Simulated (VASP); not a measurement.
Input of a VASP 6.6.1 run:

File INCAR:

```
SYSTEM = CuO
PREC = Accurate
ENCUT = 520
EDIFF = 1E-7
ISMEAR = -1
SIGMA = 0.05
LREAL = .FALSE.
LASPH = .TRUE.
NELM = 80
ALGO = Normal
ISIF = 2
LWAVE = .FALSE.
LCHARG = .FALSE.
NBANDS = 25
```

KPOINTS

```
Automatic mesh
0
G
  10 10 5
  0 0 0
```

POSCAR

```
CuO
1.0
    2.3726673498     -1.7338196878      0.0000000000
    2.3726673498      1.7338196878      0.0000000000
   -0.8612132810      0.0000000000      5.1244279405
Cu O
2 2
Direct
    0.5000000000      0.0000000000      0.5000000000
    0.0000000000      0.5000000000      0.0000000000
    0.4184000000      0.5816000000      0.7500000000
    0.5816000000      0.4184000000      0.2500000000
```

Potentials or basis: VASP PAW LDA potentials, release 64 (Cu, O).

Launch:

```sh
$ cat potpaw_LDA.64/Cu/POTCAR potpaw_LDA.64/O/POTCAR > POTCAR
$ mpirun -np 1 vasp_std > vasp.out
```

(1) Predict the largest force.

(2) Predict the band gap on the k mesh.

(3) What does it give for the pressure?

Results:

(1) 0.537 eV/Å.

(2) zero (band 17 reaches 5.12 eV, above the bottom of band 18 at 4.52 eV).

(3) -14.7 GPa.

Caveat: semilocal functionals often make such compounds metallic where correlation or magnetic order opens a gap, which also shifts bond lengths.
